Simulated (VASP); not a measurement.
Runs of VASP 6.6.1 on Ba. The structure is that of space group Im-3m (No. 229), or close to it. The cells are those of the table. 

| task | cell | k mesh | cutoff (eV) | smearing | gap on the mesh (eV) | pressure (GPa) | relaxed volume (Å³/atom) |
| --- | --- | --- | --- | --- | --- | --- | --- |
| relaxation of cell and atoms | relaxed from a = 4.125 Å, angles 109.5°, 1 atom | 12 × 12 × 12 | 600 | fermi-dirac 0.15 eV | none | 0.0 | (a) |
| single point | a = 4.125 Å, angles 109.5°, 1 atom | 12 × 12 × 12 | 520 | fermi-dirac 0.15 eV | none | 0.1 | - |
| relaxation of cell and atoms | relaxed from a = 4.125 Å, angles 109.5°, 1 atom | 10 × 10 × 10 | 600 | gaussian 0.1 eV | none | 0.0 | 54.44 |
| single point | a = 4.125 Å, angles 109.5°, 1 atom | 10 × 10 × 10 | 520 | gaussian 0.1 eV | none | 0.1 | - |
| relaxation of cell and atoms | relaxed from a = 4.352 Å, angles 109.5°, 1 atom | 10 × 10 × 10 | 600 | gaussian 0.1 eV | none | 0.0 | 54.58 |
| single point | a = 4.352 Å, angles 109.5°, 1 atom | 6 × 6 × 6 | 520 | gaussian 0.1 eV | none | -1.2 | - |

Alike in all rows: level LDA; potentials or basis VASP PAW LDA potentials, release 64 (Ba_sv); no spin polarisation.

Task: Fill in the values left out.

Result: (a) 54.53.

Caveats: spin-orbit coupling is left out, which moves the levels of the heavy elements.

A k mesh can miss the band edges, and the runs leave out spin-orbit coupling on Ba.

A gap of «none» marks levels without a gap at the run's occupations.
